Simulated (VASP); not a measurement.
Input of a VASP 6.6.1 run:

File INCAR:

```
PREC = Accurate ; ENCUT = 520
EDIFF = 1E-7 ; ISMEAR = 0
SIGMA = 0.05 ; LREAL = False
LASPH = True ; NELM = 150
ALGO = Normal ; ISIF = 2
LWAVE = False ; LCHARG = False
ISPIN = 2 ; MAGMOM = 1.66 0
LORBIT = 11 ; LMAXMIX = 4
GGA = PE ; NBANDS = 20
```

KPOINTS

```
Automatic mesh
0
Gamma
  10 10 10
```

File POSCAR:

```
NbTe
1.0
    0.0000000000      3.1632877036      3.1632877036
    3.1632877036      0.0000000000      3.1632877036
    3.1632877036      3.1632877036      0.0000000000
Nb Te
1 1
Direct
    0.0000000000      0.0000000000      0.0000000000
    0.2500000000      0.2500000000      0.2500000000
```

Potentials or basis: VASP PAW PBE potentials, release 64 (Nb_sv, Te).

The run is started by

```bash
$ cat potpaw_PBE.64/Nb_sv/POTCAR potpaw_PBE.64/Te/POTCAR > POTCAR
$ mpirun -np 1 vasp_std > vasp.out
```

(1) Predict the site moments.

(2) Estimate the pressure.

(3) Estimate the net moment.

Results:

(1) Nb +1.56; Te -0.05 μB.

(2) 1.1 GPa.

(3) 2.16 μB per cell.
